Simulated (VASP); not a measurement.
The system is Ag.

```xyz
2
Lattice="2.9300 0.0000 0.0000 -1.4650 2.5375 0.0000 0.0000 0.0000 4.7900" Properties=species:S:1:pos:R:3 pbc="T T T"
Ag    0.0000    1.6916    1.1975
Ag    1.4650    0.8458    3.5925
```

* Program: VASP 6.6.1
* Task: relaxation of cell and atoms
* Functional: PBEsol
* Potentials or basis: VASP PAW PBE potentials, release 64 (Ag)
* Cutoff: 600 eV
* k mesh: 9 × 9 × 5
* Occupations: fermi-dirac, width 0.1 eV
* Spin: no spin polarisation

At the start: pressure -6.8 GPa; volume 17.81 Å³/atom.

Q: How do energy, volume and symmetry change on relaxing?

A: Over 8 steps the energy falls by 28.3 meV/atom and the volume is 16.59 Å³/atom (-6.8 %); space group P6_3/mmc (No. 194, to 0.05 Å).

Step by step:
```
step  energy change (eV)  largest force (eV/Å)  pressure (GPa)  volume (Å³)
   1              0.0000                0.0000           -6.84        35.61
   2             -0.0325                0.0000            5.79        31.84
   3             -0.0561                0.0000            0.02        33.22
   4             -0.0561                0.0000            0.19        33.17
   5             -0.0565                0.0000            0.15        33.18
   6             -0.0566                0.0000            0.16        33.18
   7             -0.0566                0.0000            0.15        33.19
   8             -0.0566                0.0000            0.17        33.18
```

Final structure:
```cif
data_structure
_symmetry_space_group_name_H-M 'P 1'
_symmetry_Int_Tables_number 1
_cell_length_a 2.8503
_cell_length_b 2.8503
_cell_length_c 4.7163
_cell_angle_alpha 90.000
_cell_angle_beta 90.000
_cell_angle_gamma 120.000
_cell_volume 33.18
loop_
_atom_site_label
_atom_site_type_symbol
_atom_site_fract_x
_atom_site_fract_y
_atom_site_fract_z
_atom_site_occupancy
Ag1 Ag 0.33333 0.66667 0.25000 1
Ag2 Ag 0.66667 0.33333 0.75000 1
```

Caveat: the PAW data sets were made with another functional, which shifts forces and pressure a little.
